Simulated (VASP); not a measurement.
# ClO in VASP: a series of runs

ClO is run at these levels: PBEsol; tasks: single point.

Program: VASP 6.6.1. These are calculated values, not measurements. Logs are shortened: lines on timing, memory, paths and dates and some standing lists are left out, and cuts for length are marked.

### 1 The cell of the first run

It takes space group Pm-3m (No. 221, cubic). Conventional cell: a = 3.185 Å, b = 3.185 Å, c = 3.185 Å, α = 90.00°, β = 90.00°, γ = 90.00°. Within 3.6 Å of Cl (site symmetry m-3m) lie 8 O at 2.76 Å and 6 Cl at 3.19 Å. O (site symmetry m-3m) has 8 Cl at 2.76 Å and 6 O at 3.19 Å within 3.6 Å.

### 2 Single point, PBEsol

File INCAR:

```
SYSTEM = ClO
ALGO     = Normal         ! electronic algorithm
EDIFF    = 1E-6           ! SCF threshold, eV
ENCUT    = 600            ! plane-wave cutoff, eV
GGA      = PS             ! functional
GGA_COMPAT= .FALSE.      
ISIF     = 2              ! what is computed and relaxed
ISMEAR   = 0              ! smearing method
LASPH    = .TRUE.         ! aspherical terms in the spheres
LCHARG   = .FALSE.        ! write CHGCAR
LREAL    = .FALSE.        ! projectors in reciprocal space
LWAVE    = .FALSE.        ! write WAVECAR
NBANDS   = 14             ! bands
NELM     = 120            ! most SCF steps
PREC     = Accurate       ! precision mode
SIGMA    = 0.1            ! smearing width, eV
```

File KPOINTS:

```
k-points
0
G
  7 7 7
  0 0 0
```

File POSCAR:

```
ClO
1.0
    3.1852167900      0.0000000000      0.0000000000
    0.0000000000      3.1852167900      0.0000000000
    0.0000000000      0.0000000000      3.1852167900
Cl O
1 1
Direct
    0.0000000000      0.0000000000      0.0000000000
    0.5000000016      0.5000000016      0.5000000016
```

Potentials or basis: VASP PAW PBE potentials, release 64 (Cl, O).

Launch:

```bash
$ cat potpaw_PBE.64/Cl/POTCAR potpaw_PBE.64/O/POTCAR > POTCAR
$ mpirun -np 1 vasp_std > vasp.out
```

OUTCAR:

```text
SYSTEM = ClO
   EDIFF = 1E-6
   ENCUT = 600
   GGA = PS
   ISIF = 2
   ISMEAR = 0
   LASPH = .TRUE.
   LREAL = .FALSE.
   NELM = 120
   PREC = Accurate

 ion  position               nearest neighbor table
   1  0.000  0.000  0.000-
   2  0.500  0.500  0.500-

  LATTYP: Found a simple cubic cell.
 ALAT       =     3.1852167900

  Lattice vectors:

 A1 = (   3.1852167900,   0.0000000000,   0.0000000000)
 A2 = (   0.0000000000,   3.1852167900,   0.0000000000)
 A3 = (   0.0000000000,   0.0000000000,   3.1852167900)

Analysis of symmetry for initial positions (statically):
=====================================================================
 Subroutine PRICEL returns:
 Original cell was already a primitive cell.

 Routine SETGRP: Setting up the symmetry group for a
 simple cubic supercell.

 Subroutine GETGRP returns: Found 48 space group operations
 (whereof 48 operations were pure point group operations)
 out of a pool of 48 trial point group operations.

The static configuration has the point symmetry O_h .

Analysis of symmetry for dynamics (positions and initial velocities):
=====================================================================
 Subroutine PRICEL returns:
 Original cell was already a primitive cell.

 Routine SETGRP: Setting up the symmetry group for a
 simple cubic supercell.

 Subroutine GETGRP returns: Found 48 space group operations
 (whereof 48 operations were pure point group operations)
 out of a pool of 48 trial point group operations.

The dynamic configuration has the point symmetry O_h .

 Subroutine INISYM returns: Found 48 space group operations
 (whereof 48 operations are pure point group operations),
 and found     1 'primitive' translations

----------------------------------------------------------------------------------------

                                     Primitive cell

  volume of cell :      32.3160

  direct lattice vectors                    reciprocal lattice vectors
     3.185216790  0.000000000  0.000000000     0.313950373  0.000000000  0.000000000
     0.000000000  3.185216790  0.000000000     0.000000000  0.313950373  0.000000000
     0.000000000  0.000000000  3.185216790     0.000000000  0.000000000  0.313950373

  length of vectors
     3.185216790  3.185216790  3.185216790     0.313950373  0.313950373  0.313950373

  position of ions in fractional coordinates (direct lattice)
     0.000000000  0.000000000  0.000000000
     0.500000002  0.500000002  0.500000002

  ion indices of the primitive-cell ions
   primitive index   ion index
                 1           1
                 2           2

----------------------------------------------------------------------------------------

 KPOINTS: k-points

Automatic generation of k-mesh.
 Grid dimensions read from file:
 generate k-points for:    7    7    7

 Generating k-lattice:

  Cartesian coordinates                     Fractional coordinates (reciprocal lattice)
     0.044850053  0.000000000  0.000000000     0.142857143  0.000000000  0.000000000
     0.000000000  0.044850053  0.000000000     0.000000000  0.142857143  0.000000000
     0.000000000  0.000000000  0.044850053     0.000000000  0.000000000  0.142857143

  Length of vectors
     0.044850053  0.044850053  0.044850053

  Shift w.r.t. Gamma in fractional coordinates (k-lattice)
     0.000000000  0.000000000  0.000000000

 Subroutine IBZKPT returns following result:
 ===========================================

 Found     20 irreducible k-points:

 Following reciprocal coordinates:
            Coordinates               Weight
  0.000000  0.000000  0.000000      1.000000
  0.142857  0.000000  0.000000      6.000000
  0.285714  0.000000  0.000000      6.000000
  0.428571  0.000000  0.000000      6.000000
  0.142857  0.142857  0.000000     12.000000
  0.285714  0.142857  0.000000     24.000000
[... 12 lines left out ...]
  0.428571  0.428571  0.285714     24.000000
  0.428571  0.428571  0.428571      8.000000
   k-points           NKPTS =     20   k-points in BZ     NKDIM =     20   number of bands    NBANDS=     14
   number of dos      NEDOS =    301   number of ions     NIONS =      2
   total plane-waves  NPLWV =  21952
   dimension x,y,z NGX =    28 NGY =   28 NGZ =   28
   dimension x,y,z NGXF=    56 NGYF=   56 NGZF=   56
   ions per type =               1   1
   NGX,Y,Z   is equivalent  to a cutoff of  14.61, 14.61, 14.61 a.u.
   NGXF,Y,Z  is equivalent  to a cutoff of  29.23, 29.23, 29.23 a.u.
 SYSTEM =  ClO
   PREC   = accura    normal or accurate (medium, high low for compatibility)
   ISTART =      0    job   : 0-new  1-cont  2-samecut
   ICHARG =      2    charge: 1-file 2-atom 10-const
   ISPIN  =      1    spin polarized calculation?
   LNONCOLLINEAR =      F non collinear calculations
   LSORBIT =      F    spin-orbit coupling
   LASPH  =      T    aspherical Exc in radial PAW
   ENCUT  =  600.0 eV  44.10 Ry    6.64 a.u.   6.36  6.36  6.36*2*pi/ulx,y,z
   NELM   =    120;   NELMIN=  2; NELMDL= -5     # of ELM steps
   EDIFF  = 0.1E-05   stopping-criterion for ELM
   LREAL  =      F    real-space projection
   EDIFFG = 0.1E-04   stopping-criterion for IOM
   NSW    =      0    number of steps for IOM
   IBRION =     -1    ionic relax: 0-MD 1-quasi-New 2-CG
   NFREE  =      0    steps in history (QN), initial steepest desc. (CG)
   ISIF   =      2    stress and relaxation
   ISYM   =      2    0-nonsym 1-usesym 2-fastsym
   POTIM  = 0.5000    time-step for ionic-motion
   TEBEG  =    0.0;   TEEND  =   0.0 temperature during run
   PSTRESS=    0.0 pullay stress
   NELECT =      13.0000    total number of electrons
   NUPDOWN=      -1.0000    fix difference up-down
   EMIN   =  10.00;   EMAX   =-10.00  energy-range for DOS
   EFERMI =   0.00;   METHOD = LEGACY
   ISMEAR =     0;   SIGMA  =   0.10  broadening in eV -4-tet -1-fermi 0-gaus
   EFERMI_NEDOS =   21; number of points for ismear=-14 and -15
   IALGO  =     38    algorithm
   IMIX   =      4    mixing-type and parameters
     AMIX     =   0.40;   BMIX     =  1.00
     AMIX_MAG =   1.60;   BMIX_MAG =  1.00
  volume/ion in A,a.u.               =      16.16       109.04
  Fermi-wavevector in a.u.,A,eV,Ry     =   1.208510  2.283753 19.871264  1.460497
  Thomas-Fermi vector in A             =   2.344116
   LORBIT       =      0    0 simple, 1 ext, 2 COOP (PROOUT), +10 PAW based schemes
   GGA     = PS    functional components
   LHFCALC =     F    Hartree Fock is set to
   AEXX    =    0.0000 exact exchange contribution
   IVDW    =     0    specifies the selected vdW correction
   LEPSILON=     F    determine dielectric tensor
   LRPA    =     F    only Hartree local field effects (RPA)
 non-spin polarized calculation
 Gauss-broadening in eV      SIGMA  =   0.10
  energy-cutoff  :      600.00
  volume of cell :       32.32
 maximum number of plane-waves:      1092
 NGX is ok and might be reduce to    28
   NGX = 13   NGY = 13   NGZ = 13

 number of electron      12.9999997 magnetization

 Free energy of the ion-electron system (eV)
  ---------------------------------------------------
  ext. energy  EPLUGINS =         0.00000000
  ---------------------------------------------------
  free energy    TOTEN  =        -3.49245954 eV

  energy without entropy =       -3.47811830  energy(sigma->0) =       -3.48528892

 E-fermi :   0.6490     XC(G=0): -10.0612

 val. band max:        0.6426444946   @ k =   0.2857   0.2857   0.1429
 cond. band min:       0.7498109731   @ k =   0.2857   0.2857   0.0000
 fundamental gap:      0.1071664786
 Fermi energy:         0.6490084491

 k-point     1 :       0.0000    0.0000    0.0000
  band No.  band energies     occupation
      1     -16.2399      2.00000
      2     -12.9603      2.00000
      3      -1.4365      2.00000
      4      -1.4365      2.00000
      5      -1.4365      2.00000
      6       1.5361      0.00000
      7       1.5361      0.00000
      8       1.5361      0.00000
      9      10.4269      0.00000
     10      10.4269      0.00000
     11      11.5074      0.00000
     12      18.6451      0.00000
     13      18.6451      0.00000
     14      18.6451      0.00000

 k-point     2 :       0.1429    0.0000    0.0000
  band No.  band energies     occupation
      1     -16.1127      2.00000
      2     -13.0496      2.00000
      3      -1.6560      2.00000
      4      -1.2941      2.00000
      5      -1.2941      2.00000
      6       1.0529      0.00000
      7       1.3943      0.00000
      8       1.3943      0.00000
      9      10.6566      0.00000
     10      11.1650      0.00000
     11      12.2186      0.00000
     12      18.0163      0.00000
     13      18.0163      0.00000
     14      18.7866      0.00000

 k-point     3 :       0.2857    0.0000    0.0000
  band No.  band energies     occupation
      1     -15.7777      2.00000
      2     -13.3062      2.00000
      3      -2.0495      2.00000
      4      -0.8903      2.00000
      5      -0.8903      2.00000
      6       0.1048      2.00000
      7       0.9885      0.00000
      8       0.9885      0.00000
      9      11.2834      0.00000
     10      12.3239      0.00000
     11      14.3795      0.00000
     12      16.9975      0.00000
     13      16.9975      0.00000
     14      19.1387      0.00000
[... 256 lines left out ...]
 k-point    19 :       0.4286    0.4286    0.2857
  band No.  band energies     occupation
      1     -15.0459      2.00000
      2     -12.8982      2.00000
      3      -2.9071      2.00000
      4      -2.9017      2.00000
      5      -1.3506      2.00000
      6      -0.5864      2.00000
      7       0.2006      2.00000
      8       0.4684      1.98934
      9      12.4193      0.00000
     10      13.7385      0.00000
     11      13.7749      0.00000
     12      16.2934      0.00000
     13      19.3123      0.00000
     14      19.8829      0.00000

 k-point    20 :       0.4286    0.4286    0.4286
  band No.  band energies     occupation
      1     -14.9854      2.00000
      2     -12.7341      2.00000
      3      -2.4549      2.00000
      4      -2.1107      2.00000
      5      -2.1107      2.00000
      6      -0.7652      2.00000
      7      -0.7652      2.00000
      8      -0.2758      2.00000
      9      13.0470      0.00000
     10      13.3126      0.00000
     11      13.3126      0.00000
     12      19.5098      0.00000
     13      19.5098      0.00000
     14      20.1757      0.00000

------------------------ aborting loop because EDIFF is reached ----------------------------------------

  FORCE on cell =-STRESS in cart. coord.  units (eV):
  Direction    XX          YY          ZZ          XY          YZ          ZX
  --------------------------------------------------------------------------------------
  -------------------------------------------------------------------------------------
  Total       -2.7943912     -2.7943912     -2.7943912      0.0000000      0.0000000      0.0000000
  in kB     -138.5417919   -138.5417919   -138.5417919      0.0000000      0.0000000      0.0000000
  external PRESSURE =    -138.5417919 kB  Pullay stress =       0.0000000 kB

 VOLUME and BASIS-vectors are now :
 -----------------------------------------------------------------------------
  energy-cutoff  :      600.00
  volume of cell :       32.32
      direct lattice vectors                 reciprocal lattice vectors
     3.185216790  0.000000000  0.000000000     0.313950373  0.000000000  0.000000000
     0.000000000  3.185216790  0.000000000     0.000000000  0.313950373  0.000000000
     0.000000000  0.000000000  3.185216790     0.000000000  0.000000000  0.313950373

 POSITION                                       TOTAL-FORCE (eV/Angst)
 -----------------------------------------------------------------------------------
      0.00000      0.00000      0.00000         0.000000      0.000000      0.000000
      1.59261      1.59261      1.59261         0.000000      0.000000      0.000000
 -----------------------------------------------------------------------------------
    total drift:                               -0.000006     -0.000006     -0.000006

  FREE ENERGIE OF THE ION-ELECTRON SYSTEM (eV)
  ---------------------------------------------------
  free  energy   TOTEN  =        -3.4924595430 eV

  energy  without entropy=       -3.4781182973  energy(sigma->0) =       -3.48528892
```

Wall time 7.8 s (1 thread of Intel Xeon 6975P-C (Granite Rapids), shared host); peak memory 0.15 GiB.

What came out:

```
Free energy : -3.4925 eV
Pressure    : -13.9 GPa
```

Caveat: the PAW data sets were made with another functional, which shifts forces and pressure a little; an odd number of electrons without spin polarisation forces a metal; a magnetic or distorted state may lie lower.

### 3 Single point, PBEsol

File INCAR:

```
  ALGO = Normal
  EDIFF = 1E-6
  ENCUT = 600
  GGA = PS
  GGA_COMPAT = F
  ISIF = 2
  ISMEAR = 0
  LASPH = T
  LCHARG = T
  LELF = T
  LREAL = F
  LVHAR = T
  LWAVE = F
  NBANDS = 14
  NELM = 120
  PREC = Accurate
  SIGMA = 0.1
```

File KPOINTS:

```
k-points
0
Gamma
  7 7 7
```

POSCAR: that of step 2 with these lines changed.

```diff
@@ -8,3 +8,3 @@
 Direct
-    0.0000000000      0.0000000000      0.0000000000
+    0.0000000000     -0.0313950373      0.0000000000
     0.5000000016      0.5000000016      0.5000000016
```

Potentials or basis: VASP PAW PBE potentials, release 64 (Cl, O).

Launch:

```bash
$ cat potpaw_PBE.64/Cl/POTCAR potpaw_PBE.64/O/POTCAR > POTCAR
$ mpirun -np 1 vasp_std > vasp.out
```

Run time: 16 s. Hardware: 1 thread of Intel Xeon 6975P-C (Granite Rapids), shared host; peak memory 0.15 GiB.

The run converged. Its results:

```
Free energy   : -3.5103 eV
Pressure      : -13.9 GPa
Largest force : 0.348 eV/Å
```

Forces on the atoms (eV/Å):
```
Cl   0.000 -0.348  0.000
O    0.000  0.348  0.000
```

Levels at points of the mesh, in eV from the Fermi level:
| k point | band 4 | band 5 | band 6 | band 7 | band 8 | band 9 |
| --- | --- | --- | --- | --- | --- | --- |
| (0.00, 0.00, 0.00) | -2.12 | -2.09 | 0.83 | 0.88 | 0.88 | 9.75 |

Caveat: the PAW data sets were made with another functional, which shifts forces and pressure a little; an odd number of electrons without spin polarisation forces a metal; a magnetic or distorted state may lie lower.

### 4 Single point, PBEsol

File INCAR:

```
SYSTEM = ClO
ALGO = Normal
EDIFF = 1E-6
ENCUT = 600
GGA = PS
GGA_COMPAT = .FALSE.
ISIF = 2
ISMEAR = 0
LASPH = .TRUE.
LCHARG = .FALSE.
LREAL = .FALSE.
LWAVE = .FALSE.
NBANDS = 14
NELM = 120
PREC = Accurate
SIGMA = 0.1
```

File KPOINTS:

```
k-points
0
G
  7 7 7
  0 0 0
```

POSCAR: that of step 3 with these lines changed.

```diff
@@ -8,3 +8,3 @@
 Direct
-    0.0000000000     -0.0313950373      0.0000000000
+    0.0000000000      0.0313950373      0.0000000000
     0.5000000016      0.5000000016      0.5000000016
```

Launch:

```bash
$ cat potpaw_PBE.64/Cl/POTCAR potpaw_PBE.64/O/POTCAR > POTCAR
$ mpirun -np 1 vasp_std > vasp.out
```

It took 13 s on 1 thread of Intel Xeon 6975P-C (Granite Rapids), shared host; peak memory 0.16 GiB.

The run converged. Its results:

```yaml
Free_energy: -3.5103 eV
Pressure: -13.9 GPa
Largest_force: 0.348 eV/Å
```

Forces in eV/Å, atoms in the order of the input:
```
Cl   0.000  0.348  0.000
O    0.000 -0.348  0.000
```

Levels at points of the mesh, in eV from the Fermi level:
| k point | band 2 | band 3 | band 4 | band 5 | band 6 | band 7 | band 8 | band 9 | band 10 | band 11 |
| --- | --- | --- | --- | --- | --- | --- | --- | --- | --- | --- |
| (0.00, 0.00, 0.00) | -13.62 | -2.12 | -2.12 | -2.09 | 0.83 | 0.88 | 0.88 | 9.75 | 9.80 | 10.82 |

Caveat: the PAW data sets were made with another functional, which shifts forces and pressure a little; an odd number of electrons without spin polarisation forces a metal; a magnetic or distorted state may lie lower.
